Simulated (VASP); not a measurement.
Runs of VASP 6.6.1 on MgO. The structure is that of space group Fm-3m (No. 225), or close to it. The cells are those of the table. 

```csv
cell,gap on the mesh (eV),pressure (GPa)
"a = 2.931 Å, angles 60.0°, 2 atoms",5.22,13.7
"a = 3.031 Å, angles 60.0°, 2 atoms",4.25,(b)
"a = 3.078 Å, angles 60.0°, 2 atoms",(a),-9.0
"a = 3.055 Å, angles 60.0°, 2 atoms",4.04,-6.3
```

Alike in all rows: task single point; level PBE; potentials or basis VASP PAW PBE potentials, release 64 (Mg_sv, O); no spin polarisation; k mesh 8 × 8 × 8; cutoff (eV) 840; smearing gaussian 0.01 eV.

**Question.** Estimate the missing entries.

**Answer.** (a) 3.84; (b) -3.2.

Caveats: the cell stands under tension (at least some runs); the cell stands under pressure (at least some runs).

